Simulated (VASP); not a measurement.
Input of a VASP 6.6.1 run:

File INCAR:

```
SYSTEM = BaHg
  ALGO = Normal
  EDIFF = 1E-7
  ENCUT = 520
  ISIF = 2
  ISMEAR = -1
  LASPH = .TRUE.
  LCHARG = .FALSE.
  LREAL = .FALSE.
  LWAVE = .FALSE.
  NBANDS = 18
  NELM = 80
  PREC = Accurate
  SIGMA = 0.02
```

KPOINTS

```
k-points
0
G
  7 7 7
  0 0 0
```

File POSCAR:

```
BaHg
1.0
    4.1787600000      0.0000000000      0.0000000000
    0.0000000000      4.1787600000      0.0000000000
    0.0000000000      0.0000000000      4.1787600000
Ba Hg
1 1
Direct
    0.0000000000      0.0000000000      0.0000000000
    0.5000000000      0.5000000000      0.5000000000
```

Potentials or basis: VASP PAW LDA potentials, release 64 (Ba_sv, Hg).

Launch:

```sh
$ cat potpaw_LDA.64/Ba_sv/POTCAR potpaw_LDA.64/Hg/POTCAR > POTCAR
$ mpirun -np 1 vasp_std > vasp.out
```

Task: What does it give for the pressure?

Result: -2.5 GPa.

Task: Predict the band gap on the k mesh.

Result: Zero (band 11 reaches 3.22 eV, above the bottom of band 12 at 1.33 eV).

Caveat: spin-orbit coupling is left out, which moves the levels of the heavy elements.
